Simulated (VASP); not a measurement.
Zr3O: single point with PBEsol

Crystal: Zr3O.

```
Zr O
1.0
     5.71091    0.00000    0.00000
    -2.85545    4.94579    0.00000
     0.00000    0.00000    4.92966
Zr O
6 2
Direct
  0.32604 0.00000 0.00000
  0.32604 0.32604 0.50000
  0.00000 0.32604 0.00000
  0.67396 0.00000 0.50000
  0.67396 0.67396 0.00000
  0.00000 0.67396 0.50000
  0.33333 0.66667 0.25000
  0.66667 0.33333 0.75000
```

This cell differs from its parent crystal: atoms shifted along a free coordinate, c/a of the conventional cell at fixed volume 0.8632.

- Program: VASP 6.6.1
- Task: single point
- Functional: PBEsol
- Potentials or basis: VASP PAW PBE potentials, release 64 (Zr_sv, O)
- Cutoff: 520 eV
- k mesh: 9 × 9 × 8
- Occupations: gaussian, width 0.15 eV
- Spin: no spin polarisation

| Quantity | Value |
| --- | --- |
| Pressure | -1.0 GPa |
| Largest force | 1.237 eV/Å |
| Band gap on the k mesh | zero (bands 42 and 43 overlap by 0.75 eV) |

Forces on the atoms (eV/Å):
```
Zr   1.237  0.000  0.000
Zr   0.618  1.071  0.000
Zr  -0.618  1.071  0.000
Zr  -1.237  0.000  0.000
Zr  -0.618 -1.071  0.000
Zr   0.618 -1.071  0.000
O    0.000  0.000  0.000
O    0.000  0.000  0.000
```

Stress tensor (GPa, compression positive):
```
-4.90  0.00  0.00
 0.00 -4.90  0.00
 0.00  0.00  6.80
```

Levels at points of the mesh, in eV from the Fermi level:
| k point | band 38 | band 39 | band 40 | band 41 | band 42 | band 43 | band 44 | band 45 | band 46 | band 47 |
| --- | --- | --- | --- | --- | --- | --- | --- | --- | --- | --- |
| (0.00, 0.00, 0.00) | -1.32 | -1.18 | -1.18 | 0.36 | 0.58 | 0.58 | 0.84 | 0.84 | 1.05 | 1.43 |
| (0.00, 0.00, 0.50) | -1.05 | -0.25 | -0.25 | -0.15 | -0.15 | 0.02 | 0.02 | 0.17 | 0.17 | 1.62 |

Run time: 3.8 min on 1 thread of AMD EPYC 9R45 96-Core Processor (Zen 5), on a shared host, peak memory 0.43 GiB.

Caveat: the PAW data sets were made with another functional, which shifts forces and pressure a little.
